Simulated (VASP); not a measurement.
# H4C in VASP: notebook, part 3 of 3

VASP 6.6.1. Earlier steps stand in the parts before.

### 6 Single point, r2SCAN+D3(BJ)

POSCAR reads:

```
H4C
1.0
    7.2304270000      0.0000000000      0.0000000000
    0.0000000000      7.2304270000      0.0000000000
    0.0000000000      0.0000000000      7.2304270000
C H
6 24
Direct
    0.3192065973      0.2058108048     -0.0426530826
    0.4332524206      0.5996602967      0.3745145342
    0.5242290670      0.0296801282      0.5503271107
    0.8504062070      0.6877740416      0.7151998077
    0.9470809954      0.8821055797      0.1698378256
    0.0273427835      0.2726118388      0.4814376800
    0.2012467590      0.2014957070      0.0421551867
    0.3022643061      0.1057198973     -0.1513465249
    0.4353546478      0.1704878564      0.0436073831
    0.3551934070      0.3444886450     -0.0844071865
    0.4057713327      0.4677317121      0.3366744454
    0.3010748881      0.6693795539      0.3484856427
    0.5465928914      0.6629622289      0.3013376665
    0.4592259904      0.5963133298      0.5373541563
    0.6036158031      0.0795250405      0.6656176738
    0.4975916360     -0.1173236380      0.5620968167
    0.5904630529      0.0361527749      0.4173059212
    0.3934345786      0.1114595307      0.5358189772
    0.7168871216      0.6724775729      0.7994825202
    0.9043172692      0.8235198281      0.7070675079
    0.8170610117      0.6444432673      0.5683481764
    0.9436648762      0.5861479550      0.7795666840
    1.0367714106      0.9081068103      0.2746310833
    0.8094819296      0.8567267189      0.2392804740
    0.9815326259      0.7777963874      0.0716278582
    0.9364868769      1.0153203953      0.1055262711
   -0.0593740868      0.2748247095      0.6035328204
   -0.0001106435      0.3700196406      0.3767965571
    0.0189753662      0.1347499947      0.4086618951
    0.1738209929      0.2944501065      0.5308815095
```

INCAR.step1 reads:

```
SYSTEM = H4C
PREC     = Accurate       ! precision mode
ENCUT    = 580            ! plane-wave cutoff, eV
ISMEAR   = -1             ! smearing method
SIGMA    = 0.02           ! smearing width, eV
LREAL    = .FALSE.        ! projectors in reciprocal space
LASPH    = .TRUE.         ! aspherical terms in the spheres
NELM     = 120            ! most SCF steps
NBANDS   = 45             ! bands
GGA      = PE             ! functional
ALGO     = Normal         ! electronic algorithm
EDIFF    = 1E-5           ! SCF threshold, eV
LWAVE    = .TRUE.         ! write WAVECAR
LCHARG   = .FALSE.        ! write CHGCAR
GGA_COMPAT= .FALSE.
```

INCAR.step2 reads:

```
SYSTEM = H4C
PREC     = Accurate       ! precision mode
ENCUT    = 580            ! plane-wave cutoff, eV
EDIFF    = 1E-6           ! SCF threshold, eV
ISMEAR   = -1             ! smearing method
SIGMA    = 0.02           ! smearing width, eV
LREAL    = .FALSE.        ! projectors in reciprocal space
LASPH    = .TRUE.         ! aspherical terms in the spheres
NELM     = 120            ! most SCF steps
ALGO     = Normal         ! electronic algorithm
ISIF     = 2              ! what is computed and relaxed
LWAVE    = .FALSE.        ! write WAVECAR
LCHARG   = .FALSE.        ! write CHGCAR
METAGGA  = R2SCAN         ! meta-GGA
LMIXTAU  = .TRUE.       
IVDW     = 12             ! dispersion correction
VDW_S6   = 1.0          
VDW_S8   = 0.78981345   
VDW_A1   = 0.49484001   
VDW_A2   = 5.73083694   
NBANDS   = 45             ! bands
ISTART   = 1            
GGA_COMPAT= .FALSE.
```

KPOINTS reads:

```
regular mesh
0
G
  1 1 1
  0 0 0
```

Potentials or basis: VASP PAW PBE potentials, release 64 (C, H).

On the command line:

```
$ cat potpaw_PBE.64/C/POTCAR potpaw_PBE.64/H/POTCAR > POTCAR
$ cp INCAR.step1 INCAR
$ mpirun -np 1 vasp_gam > vasp.out
$ cp INCAR.step2 INCAR
$ mpirun -np 1 vasp_gam > vasp.out
```

Run time: 1.9 min. Hardware: 1 thread of Intel Xeon 6975P-C (Granite Rapids), shared host; peak memory 0.5 GiB.

The run converged. Its results:

```
Free energy                : -149.3065 eV
Pressure                   : 0.5 GPa
Largest force              : 4.081 eV/Å
Band gap on the k mesh     : 7.74 eV
Dispersion energy per atom : -0.013 eV
```

Forces in eV/Å, atoms in the order of the input:
```
C    1.068  0.050  0.112
C   -0.298  2.237  3.400
C   -1.353  0.116 -0.634
C   -2.019 -2.248 -0.352
C   -3.327  0.247 -0.515
C    1.881 -1.989  0.373
H   -1.211  0.271  0.792
H    0.145  0.027 -0.476
H    0.406 -0.621  0.307
H   -0.449  0.313 -0.626
H   -0.052 -3.152 -1.068
H    0.369  0.410  0.165
H    0.200  0.057 -0.086
H   -0.293  0.195 -2.542
H    0.420  0.181  0.095
H   -0.385  0.031  0.546
H    0.743  0.524 -0.270
H    0.726 -0.714  0.278
H    1.240  0.684 -0.900
H    0.342  1.030  0.417
H    0.305  0.126  1.237
H    0.155  0.432 -0.413
H    2.373 -0.265  2.129
H    0.923 -0.058 -0.721
H    0.330 -0.533 -0.229
H   -0.284  0.447 -0.756
H   -0.403  0.182 -0.197
H   -0.596  1.248 -0.550
H    0.103  0.952  0.942
H   -1.060 -0.177 -0.457
```

Stress tensor (GPa, compression positive):
```
-0.06 -0.09  0.34
-0.09  2.24  0.09
 0.34  0.09 -0.78
```

Levels at points of the mesh, in eV from the valence-band top:
```csv
k point,band 20,band 21,band 22,band 23,band 24,band 25,band 26,band 27,band 28,band 29
"(0.00, 0.00, 0.00)",-0.52,-0.42,-0.28,-0.08,0.00,7.74,9.65,10.22,10.28,10.47
```

Caveat: the k points lie up to 0.87 Å⁻¹ apart; the PAW data sets were made with another functional, which shifts forces and pressure a little.

### 7 Single point, r2SCAN+D3(BJ)

POSCAR reads:

```
H4C
1.0
    7.2304270000      0.0000000000      0.0000000000
    0.0000000000      7.2304270000      0.0000000000
    0.0000000000      0.0000000000      7.2304270000
C H
6 24
Direct
    0.3167309483      0.1889100049     -0.0537865883
    0.4214827146      0.5795370038      0.3770869964
    0.5277834905      0.0289609452      0.5501196541
    0.8396737841      0.6960723067      0.7203723929
    0.9352006458      0.8935433550      0.1712347002
    0.0375496496      0.2890147428      0.4902061801
    0.1820362753      0.1869875735      0.0213127109
    0.3282931976      0.0838124775     -0.1595064856
    0.4252307644      0.1707229739      0.0520439526
    0.3162192219      0.3091933575     -0.1454270958
    0.4077352555      0.4465434752      0.2888211167
    0.2953767461      0.6520500103      0.4043467972
    0.5046036700      0.6708179199      0.2951001372
    0.4824887935      0.5556103395      0.4983799712
    0.6038232597      0.1105190606      0.6523819409
    0.5220161963     -0.1121372223      0.6008635451
    0.6042243425      0.0448521228      0.4195049615
    0.3979847940      0.0964258404      0.5424160980
    0.7407169729      0.6918955132      0.8286370916
    0.9054928568      0.8369076958      0.7382966456
    0.7846977779      0.6743585130      0.5813487917
    0.9673564231      0.6079862227      0.7388913545
    1.0704900278      0.9293365385      0.2543418252
    0.8187898170      0.8589810809      0.2536779640
    0.9812006953      0.7815997589      0.0815166241
    0.8978722833      1.0007846010      0.0734534765
   -0.0607294701      0.2762492450      0.6071425657
   -0.0052555679      0.4030743966      0.4051489628
    0.0430265045      0.1602948208      0.4181772390
    0.1745678367      0.3191236147      0.5422363022
```

INCAR.step1 reads:

```
SYSTEM = H4C
PREC = Accurate ; ENCUT = 580
ISMEAR = -1 ; SIGMA = 0.02
LREAL = .False. ; LASPH = .True.
NELM = 120 ; NBANDS = 45
GGA = PE ; ALGO = Normal
EDIFF = 1E-5 ; LWAVE = .True.
LCHARG = .False. ; GGA_COMPAT = .False.
```

INCAR.step2 reads:

```
SYSTEM = H4C
PREC = Accurate ; ENCUT = 580
EDIFF = 1E-6 ; ISMEAR = -1
SIGMA = 0.02 ; LREAL = .False.
LASPH = .True. ; NELM = 120
ALGO = Normal ; ISIF = 2
LWAVE = .False. ; LCHARG = .False.
METAGGA = R2SCAN ; LMIXTAU = .True.
IVDW = 12 ; VDW_S6 = 1.0
VDW_S8 = 0.78981345 ; VDW_A1 = 0.49484001
VDW_A2 = 5.73083694 ; NBANDS = 45
ISTART = 1 ; GGA_COMPAT = .False.
```

KPOINTS reads:

```
Automatic mesh
0
Gamma
  1 1 1
  0 0 0
```

On the command line:

```
$ cat potpaw_PBE.64/C/POTCAR potpaw_PBE.64/H/POTCAR > POTCAR
$ cp INCAR.step1 INCAR
$ mpirun -np 1 vasp_gam > vasp.out
$ cp INCAR.step2 INCAR
$ mpirun -np 1 vasp_gam > vasp.out
```

Wall time 1.7 min (1 thread of Intel Xeon 6975P-C (Granite Rapids), shared host); peak memory 0.5 GiB.

Results (log left out):

```yaml
Free_energy: -149.4109 eV
Pressure: 0.1 GPa
Largest_force: 4.687 eV/Å
Band_gap_on_the_k_mesh: 7.73 eV
Dispersion_energy_per_atom: -0.013 eV
```

Forces in eV/Å, atoms in the order of the input:
```
C   -0.874 -0.005  0.237
C   -1.363 -0.981 -4.376
C    1.496  0.500  0.210
C    2.874  1.054 -0.396
C    2.962  0.304 -0.137
C   -0.346  0.170  1.241
H    0.588 -0.229 -0.613
H   -0.282 -0.851  0.389
H   -0.040  0.552 -0.677
H    0.546  0.565  0.820
H   -0.251  1.548  1.297
H   -0.881 -0.086 -0.171
H    0.539  0.466 -0.263
H    1.950 -0.972  3.441
H    0.168 -0.136  0.025
H   -0.173 -0.028 -0.254
H   -0.294 -0.345  0.239
H   -1.138  0.063 -0.326
H   -0.677 -0.676  0.610
H   -0.745 -0.649 -0.682
H   -0.022  0.186  0.296
H   -1.376  0.075  0.149
H   -2.215 -0.209 -0.958
H   -0.474 -0.363  0.705
H   -0.308 -0.428  0.182
H    0.071  0.559  0.190
H    0.422  0.041 -0.380
H   -0.193  0.215 -0.481
H   -0.123 -0.451 -0.519
H    0.158  0.112  0.205
```

Stress tensor (GPa, compression positive):
```
-0.35  0.02  0.04
 0.02  0.34 -0.80
 0.04 -0.80  0.19
```

Levels at points of the mesh, in eV from the valence-band top:
```
           k point  band 21  band 22  band 23  band 24  band 25  band 26  band 27  band 28
(0.00, 0.00, 0.00)    -0.28    -0.18    -0.11     0.00     7.73     9.82    10.13    10.20
```

Caveat: the k points lie up to 0.87 Å⁻¹ apart; the PAW data sets were made with another functional, which shifts forces and pressure a little.
